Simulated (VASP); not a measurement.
# KBr (F-43m) in VASP: dielectric tensor with r2SCAN

Aim: the dielectric tensor of KBr with r2SCAN.

Everything below comes from runs of VASP 6.6.1. Logs are shortened: lines on timing, memory, paths and dates and some standing lists are left out, and cuts for length are marked.

### 1 The cell of the first run

Symmetry: F-43m, No. 216, cubic system. The conventional cell has a = 7.377 Å, b = 7.377 Å, c = 7.377 Å, α = 90.00°, β = 90.00°, γ = 90.00°. K (site symmetry -43m) has 4 Br at 3.19 Å within 4.2 Å. Br (site symmetry -43m) has 4 K at 3.19 Å within 4.2 Å.

### 2 Dielectric tensor, r2SCAN

The input, INCAR:

```
PREC = Accurate ; ENCUT = 520
EDIFF = 1E-8 ; ISMEAR = 0
SIGMA = 0.01 ; LREAL = F
LASPH = T ; NELM = 60
ALGO = Normal ; ISIF = 2
LWAVE = F ; LCHARG = F
METAGGA = R2SCAN ; LMIXTAU = T
LCALCEPS = T
```

The input, KPOINTS:

```
Automatic mesh
0
Gamma
  6 6 6
```

The input, POSCAR:

```
KBr
1.0
    0.0000000000      3.6882992884      3.6882992884
    3.6882992884      0.0000000000      3.6882992884
    3.6882992884      3.6882992884      0.0000000000
K Br
1 1
Direct
    0.0000000000      0.0000000000      0.0000000000
    0.2500000000      0.2500000000      0.2500000000
```

Potentials or basis: VASP PAW PBE potentials, release 64 (K_sv, Br).

The run is started by

```bash
cat potpaw_PBE.64/K_sv/POTCAR potpaw_PBE.64/Br/POTCAR > POTCAR
mpirun -np 1 vasp_std > vasp.out
```

OUTCAR:

```text
PREC = Accurate
   ENCUT = 520
   EDIFF = 1E-8
   ISMEAR = 0
   LREAL = F
   LASPH = T
   NELM = 60
   ISIF = 2
   METAGGA = R2SCAN

 ion  position               nearest neighbor table
   1  0.000  0.000  0.000-   2 3.19   2 3.19   2 3.19   2 3.19
   2  0.250  0.250  0.250-   1 3.19   1 3.19   1 3.19   1 3.19

  LATTYP: Found a face centered cubic cell.
 ALAT       =     7.3765985768

  Lattice vectors:

 A1 = (   0.0000000000,   3.6882992884,   3.6882992884)
 A2 = (   3.6882992884,   0.0000000000,   3.6882992884)
 A3 = (   3.6882992884,   3.6882992884,   0.0000000000)

Analysis of symmetry for initial positions (statically):
=====================================================================
 Subroutine PRICEL returns:
 Original cell was already a primitive cell.

 Routine SETGRP: Setting up the symmetry group for a
 face centered cubic supercell.

 Subroutine GETGRP returns: Found 24 space group operations
 (whereof 24 operations were pure point group operations)
 out of a pool of 48 trial point group operations.

The static configuration has the point symmetry T_d .

Analysis of symmetry for dynamics (positions and initial velocities):
=====================================================================
 Subroutine PRICEL returns:
 Original cell was already a primitive cell.

 Routine SETGRP: Setting up the symmetry group for a
 face centered cubic supercell.

 Subroutine GETGRP returns: Found 24 space group operations
 (whereof 24 operations were pure point group operations)
 out of a pool of 48 trial point group operations.

The dynamic configuration has the point symmetry T_d .

 Subroutine INISYM returns: Found 24 space group operations
 (whereof 24 operations are pure point group operations),
 and found     1 'primitive' translations

----------------------------------------------------------------------------------------

                                     Primitive cell

  volume of cell :     100.3479

  direct lattice vectors                    reciprocal lattice vectors
     0.000000000  3.688299288  3.688299288    -0.135563836  0.135563836  0.135563836
     3.688299288  0.000000000  3.688299288     0.135563836 -0.135563836  0.135563836
     3.688299288  3.688299288  0.000000000     0.135563836  0.135563836 -0.135563836

  length of vectors
     5.216042876  5.216042876  5.216042876     0.234803452  0.234803452  0.234803452

  position of ions in fractional coordinates (direct lattice)
     0.000000000  0.000000000  0.000000000
     0.250000000  0.250000000  0.250000000

  ion indices of the primitive-cell ions
   primitive index   ion index
                 1           1
                 2           2

----------------------------------------------------------------------------------------

 KPOINTS: Automatic mesh

Automatic generation of k-mesh.
 Grid dimensions read from file:
 generate k-points for:    6    6    6

 Generating k-lattice:

  Cartesian coordinates                     Fractional coordinates (reciprocal lattice)
    -0.022593973  0.022593973  0.022593973     0.166666667  0.000000000  0.000000000
     0.022593973 -0.022593973  0.022593973     0.000000000  0.166666667  0.000000000
     0.022593973  0.022593973 -0.022593973     0.000000000  0.000000000  0.166666667

  Length of vectors
     0.039133909  0.039133909  0.039133909

  Shift w.r.t. Gamma in fractional coordinates (k-lattice)
     0.000000000  0.000000000  0.000000000

 Subroutine IBZKPT returns following result:
 ===========================================

 Found     16 irreducible k-points:

 Following reciprocal coordinates:
            Coordinates               Weight
  0.000000  0.000000  0.000000      1.000000
  0.166667  0.000000  0.000000      8.000000
  0.333333  0.000000  0.000000      8.000000
  0.500000  0.000000  0.000000      4.000000
  0.166667  0.166667  0.000000      6.000000
  0.333333  0.166667  0.000000     24.000000
[... 8 lines left out ...]
 -0.333333  0.333333  0.166667     24.000000
 -0.333333  0.500000  0.166667     12.000000
   k-points           NKPTS =     16   k-points in BZ     NKDIM =     16   number of bands    NBANDS=     12
   number of dos      NEDOS =    301   number of ions     NIONS =      2
   total plane-waves  NPLWV =  64000
   dimension x,y,z NGX =    40 NGY =   40 NGZ =   40
   dimension x,y,z NGXF=    80 NGYF=   80 NGZF=   80
   ions per type =               1   1
   NGX,Y,Z   is equivalent  to a cutoff of  12.75, 12.75, 12.75 a.u.
   NGXF,Y,Z  is equivalent  to a cutoff of  25.50, 25.50, 25.50 a.u.
 SYSTEM =  unknown system
   PREC   = accura    normal or accurate (medium, high low for compatibility)
   ISTART =      0    job   : 0-new  1-cont  2-samecut
   ICHARG =      2    charge: 1-file 2-atom 10-const
   ISPIN  =      1    spin polarized calculation?
   LNONCOLLINEAR =      F non collinear calculations
   LSORBIT =      F    spin-orbit coupling
   LASPH  =      T    aspherical Exc in radial PAW
   ENCUT  =  520.0 eV  38.22 Ry    6.18 a.u.   9.70  9.70  9.70*2*pi/ulx,y,z
   NELM   =     60;   NELMIN=  2; NELMDL= -5     # of ELM steps
   EDIFF  = 0.1E-07   stopping-criterion for ELM
   LREAL  =      F    real-space projection
   EDIFFG = 0.1E-06   stopping-criterion for IOM
   NSW    =      0    number of steps for IOM
   IBRION =     -1    ionic relax: 0-MD 1-quasi-New 2-CG
   NFREE  =      0    steps in history (QN), initial steepest desc. (CG)
   ISIF   =      2    stress and relaxation
   ISYM   =      2    0-nonsym 1-usesym 2-fastsym
   POTIM  = 0.5000    time-step for ionic-motion
   TEBEG  =    0.0;   TEEND  =   0.0 temperature during run
   PSTRESS=    0.0 pullay stress
   NELECT =      16.0000    total number of electrons
   NUPDOWN=      -1.0000    fix difference up-down
   EMIN   =  10.00;   EMAX   =-10.00  energy-range for DOS
   EFERMI =   0.00;   METHOD = LEGACY
   ISMEAR =     0;   SIGMA  =   0.01  broadening in eV -4-tet -1-fermi 0-gaus
   EFERMI_NEDOS =   21; number of points for ismear=-14 and -15
   IALGO  =     38    algorithm
   IMIX   =      4    mixing-type and parameters
     AMIX     =   0.40;   BMIX     =  1.00
     AMIX_MAG =   1.60;   BMIX_MAG =  1.00
  volume/ion in A,a.u.               =      50.17       338.59
  Fermi-wavevector in a.u.,A,eV,Ry     =   0.887725  1.677558 10.722159  0.788056
  Thomas-Fermi vector in A             =   2.009061
   LORBIT       =      0    0 simple, 1 ext, 2 COOP (PROOUT), +10 PAW based schemes
   METAGGA = R2SCAN    functional components
   LHFCALC =     F    Hartree Fock is set to
   AEXX    =    0.0000 exact exchange contribution
   IVDW    =     0    specifies the selected vdW correction
   LEPSILON=     F    determine dielectric tensor
   LRPA    =     F    only Hartree local field effects (RPA)
   LRPA       =     F
 non-spin polarized calculation
 Gauss-broadening in eV      SIGMA  =   0.01
  energy-cutoff  :      520.00
  volume of cell :      100.35
 maximum number of plane-waves:      2733
   NGX = 19   NGY = 19   NGZ = 19

 number of electron      15.9999997 magnetization

 Free energy of the ion-electron system (eV)
  ---------------------------------------------------
  ext. energy  EPLUGINS =         0.00000000
  ---------------------------------------------------
  free energy    TOTEN  =       -22.96740727 eV

  energy without entropy =      -22.96740727  energy(sigma->0) =      -22.96740727

 E-fermi :  -3.4130     XC(G=0):  -6.1889

 val. band max:       -3.5069422761   @ k =  -0.3333  -0.3333  -0.5000
 cond. band min:   10000.0000000000   @ k =   0.0000   0.0000   0.0000
 fundamental gap:  10003.5069422761
 Fermi energy:        -3.4129643840

 k-point     1 :       0.0000    0.0000    0.0000
  band No.  band energies     occupation
      1     -32.4232      2.00000
      2     -15.8133      2.00000
      3     -15.1463      2.00000
      4     -15.1458      2.00000
      5     -15.1452      2.00000
      6      -3.5214      2.00000
      7      -3.5212      2.00000
      8      -3.5211      2.00000
      9   10000.0000      0.00000
     10   10000.0000      0.00000
     11   10000.0000      0.00000
     12   10000.0000      0.00000

 k-point     2 :       0.1667    0.0000    0.0000
  band No.  band energies     occupation
      1     -32.4228      2.00000
      2     -15.8708      2.00000
      3     -15.1475      2.00000
      4     -15.1468      2.00000
      5     -15.0819      2.00000
      6      -3.6308      2.00000
      7      -3.5178      2.00000
      8      -3.5176      2.00000
      9   10000.0000      0.00000
     10   10000.0000      0.00000
     11   10000.0000      0.00000
     12   10000.0000      0.00000

 k-point     3 :       0.3333    0.0000    0.0000
  band No.  band energies     occupation
      1     -32.4221      2.00000
      2     -15.9636      2.00000
      3     -15.1508      2.00000
      4     -15.1500      2.00000
      5     -14.9763      2.00000
      6      -3.8111      2.00000
      7      -3.5113      2.00000
      8      -3.5111      2.00000
      9   10000.0000      0.00000
     10   10000.0000      0.00000
     11   10000.0000      0.00000
     12   10000.0000      0.00000
[... 286 lines left out ...]
 k-point    23 :       0.0000    0.1667    0.1667
  band No.  band energies     occupation
      1     -32.4227      2.00000
      2     -15.8877      2.00000
      3     -15.1496      2.00000
      4     -15.1496      2.00000
      5     -15.0591      2.00000
      6      -3.6508      2.00000
      7      -3.5232      2.00000
      8      -3.5231      2.00000
      9   10000.0000      0.00000
     10   10000.0000      0.00000
     11   10000.0000      0.00000
     12   10000.0000      0.00000

 k-point    24 :       0.0000    0.3333    0.1667
  band No.  band energies     occupation
      1     -32.4221      2.00000
      2     -15.9627      2.00000
      3     -15.1541      2.00000
      4     -15.1531      2.00000
      5     -14.9707      2.00000
      6      -3.7769      2.00000
      7      -3.5369      2.00000
      8      -3.5204      2.00000
      9   10000.0000      0.00000
     10   10000.0000      0.00000
     11   10000.0000      0.00000
     12   10000.0000      0.00000

 [... further k-points ...]

------------------------ aborting loop because EDIFF is reached ----------------------------------------

            Ionic dipole moment: p[ion]=(    12.90905    12.90905    12.90905 ) |e| Angst

 Total electronic dipole moment: p[elc]=(     0.00195     0.00195     0.00738 ) |e| Angst

 MACROSCOPIC STATIC DIELECTRIC TENSOR (including local field effects)
 ------------------------------------------------------
           1.979103     0.000000    -0.000000
          -0.000000     1.979103    -0.000000
           0.000000    -0.000000     1.979103
 ------------------------------------------------------

 PIEZOELECTRIC TENSOR (including local field effects) (e Angst)
          XX          YY          ZZ          XY          YZ          ZX
  --------------------------------------------------------------------------------
  x    -0.00000     0.00000     0.00000    -0.00000    -0.50109     0.00000
  y     0.00000     0.00000     0.00000     0.00000    -0.00000    -0.50109
  z     0.00000     0.00000    -0.00000    -0.50109     0.00000    -0.00000

 PIEZOELECTRIC TENSOR (including local field effects) (C/m^2)
          XX          YY          ZZ          XY          YZ          ZX
  --------------------------------------------------------------------------------
  x    -0.00000     0.00000     0.00000    -0.00000    -0.08001     0.00000
  y     0.00000     0.00000     0.00000     0.00000    -0.00000    -0.08001
  z     0.00000     0.00000    -0.00000    -0.08001     0.00000    -0.00000

 BORN EFFECTIVE CHARGES (including local field effects) (in |e|, cummulative output)
 ---------------------------------------------------------------------------------
 ion    1
    1     1.01692     0.00000    -0.00000
    2    -0.00000     1.01692    -0.00000
    3     0.00000    -0.00000     1.01692
 ion    2
    1    -1.01692     0.00000     0.00000
    2    -0.00000    -1.01692    -0.00000
    3     0.00000     0.00000    -1.01692

  FORCE on cell =-STRESS in cart. coord.  units (eV):
  Direction    XX          YY          ZZ          XY          YZ          ZX
  --------------------------------------------------------------------------------------
  -------------------------------------------------------------------------------------
  Total        0.0050687      0.0050687      0.0050687      0.0000000     -0.0000000      0.0000000
  in kB        0.0809284      0.0809284      0.0809284      0.0000000     -0.0000000      0.0000000
  external PRESSURE =       0.0809284 kB  Pullay stress =       0.0000000 kB

 VOLUME and BASIS-vectors are now :
 -----------------------------------------------------------------------------
  energy-cutoff  :      520.00
  volume of cell :      100.35
      direct lattice vectors                 reciprocal lattice vectors
     0.000000000  3.688299288  3.688299288    -0.135563836  0.135563836  0.135563836
     3.688299288  0.000000000  3.688299288     0.135563836 -0.135563836  0.135563836
     3.688299288  3.688299288  0.000000000     0.135563836  0.135563836 -0.135563836

 POSITION                                       TOTAL-FORCE (eV/Angst)
 -----------------------------------------------------------------------------------
      0.00000      0.00000      0.00000        -0.000000     -0.000000     -0.000000
      1.84415      1.84415      1.84415         0.000000      0.000000      0.000000
 -----------------------------------------------------------------------------------
    total drift:                               -0.000000     -0.000000     -0.000000

  FREE ENERGIE OF THE ION-ELECTRON SYSTEM (eV)
  ---------------------------------------------------
  free  energy   TOTEN  =       -22.9674072675 eV

  energy  without entropy=      -22.9674072675  energy(sigma->0) =      -22.96740727
```

Wall time 33 min (1 thread of Intel Xeon 6975P-C (Granite Rapids), shared host); peak memory 0.55 GiB.

What came out:

| Item | Value |
| --- | --- |
| Band gap on the k mesh | 4.84 eV (least direct gap 4.86 eV) |
| Electronic dielectric tensor (diagonal) | 1.98 |
| Born charges (mean of the diagonal) | K +1.02; Br -1.02 e |

Electronic dielectric tensor:
```
1.98 0.00 0.00
0.00 1.98 0.00
0.00 0.00 1.98
```

Born effective charge tensors (e):
atom 1, K
```
1.02 0.00 0.00
0.00 1.02 0.00
0.00 0.00 1.02
```
atom 2, Br
```
-1.02  0.00  0.00
 0.00 -1.02  0.00
 0.00  0.00 -1.02
```

Dipole moments of the cell (e·Å, modulo the quantum): ionic 12.909, 12.909, 12.909; electronic 0.002, 0.002, 0.007

Caveat: the structure was generated, so it needn't be the stable form of KBr; the PAW data sets were made with another functional, which shifts forces and pressure a little. A k mesh can miss the band edges.

The gap in the log of VASP goes by the Fermi energy; the results here count the filled bands.